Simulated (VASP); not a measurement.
SnO2, 9 atoms in the cell. Symmetry: P6_422, No. 181, hexagonal system. Conventional cell: a = 5.984 Å, b = 5.984 Å, c = 6.594 Å, α = 90.00°, β = 90.00°, γ = 120.00°. Within 2.6 Å of Sn (site symmetry 222) lie 4 O at 1.93 Å. Within 2.6 Å of O (site symmetry 2) lie 2 Sn at 1.93 Å. 

- Program: VASP 6.6.1
- Task: single point
- Functional: PBEsol
- Potentials or basis: VASP PAW PBE potentials, release 64 (Sn_d, O)
- Cutoff: 600 eV
- k mesh: 6 × 6 × 4
- Occupations: gaussian, width 0.1 eV
- Spin: no spin polarisation
- Dipole correction: no
- Further INCAR settings: ALGO = Normal; EDIFF = 1e-06; NBANDS = 49

Potentials or basis: VASP PAW PBE potentials, release 64 (Sn_d, O).

Run with:

```sh
$ cat potpaw_PBE.64/Sn_d/POTCAR potpaw_PBE.64/O/POTCAR > POTCAR
$ mpirun -np 1 vasp_std > vasp.out
```

Hardware: 1 thread of Oxide Virtual Turin-like Processor, with other jobs on the host.

Task: Estimate the wall time of this run.

Result: Run time: 3.9 min on 1 thread of Oxide Virtual Turin-like Processor, with other jobs on the host, peak memory 0.4 GiB. Counts: scf iterations 15, k points 21.
